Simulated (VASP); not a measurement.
# TiO: relaxation of shape and atoms at fixed volume with r2SCAN

The system is TiO.

```
Ti O
1.0
     2.91907    0.00000    0.00000
    -1.45954    2.52799    0.00000
     0.00000    0.00000    5.71413
Ti O
2 2
Direct
  0.33333 0.66667 0.25000
  0.66667 0.33333 0.75000
  0.00000 0.00000 0.00000
  0.00000 0.00000 0.50000
```

| Quantity | Value |
| --- | --- |
| Program | VASP 6.6.1 |
| Task | relaxation of shape and atoms at fixed volume |
| Functional | r2SCAN |
| Potentials or basis | VASP PAW PBE potentials, release 64 (Ti_sv, O) |
| Cutoff | 600 eV |
| k mesh | 18 × 18 × 8 |
| Occupations | gaussian, width 0.1 eV |
| Spin | no spin polarisation |
| Dipole correction | no |
| Further INCAR settings | ALGO = Normal; EDIFF = 1e-07; IBRION = 2; EDIFFG = -0.01; NSW = 50; ISIF = 4 |

The pressure after relaxing is -18.3 GPa. The band gap on the k mesh is zero (filled and empty bands touch).

Final structure:
```
CELL_PARAMETERS angstrom
2.91907 0.00000 0.00000
-1.45954 2.52799 0.00000
0.00000 0.00000 5.71413
ATOMIC_POSITIONS crystal
Ti 0.33333 0.66667 0.25000
Ti 0.66667 0.33333 0.75000
O 0.00000 0.00000 0.00000
O 0.00000 0.00000 0.50000
```

Levels at points of the mesh, in eV from the Fermi level:
| k point | band 15 | band 16 | band 17 | band 18 | band 19 | band 20 | band 21 | band 22 |
| --- | --- | --- | --- | --- | --- | --- | --- | --- |
| (0.00, 0.00, 0.00) | -5.28 | -5.28 | -1.97 | -0.04 | -0.04 | -0.04 | 1.12 | 1.12 |
| (0.50, 0.00, 0.00) | -5.80 | -5.49 | -2.52 | -0.12 | 0.92 | 1.64 | 1.86 | 2.18 |
| (0.00, 0.00, 0.50) | -5.53 | -5.53 | -0.62 | -0.62 | 0.72 | 0.72 | 0.72 | 0.72 |
| (0.50, 0.00, 0.50) | -6.03 | -6.03 | -1.28 | -1.28 | 1.91 | 1.91 | 2.13 | 2.13 |

Run time: 16 min on 1 thread of Oxide Virtual Turin-like Processor (shared host), peak memory 0.29 GiB.

Caveat: the relaxation stopped at its first step, so nothing moved; the PAW data sets were made with another functional, which shifts forces and pressure a little; semilocal functionals often make such compounds metallic where correlation or magnetic order opens a gap, which also shifts bond lengths.
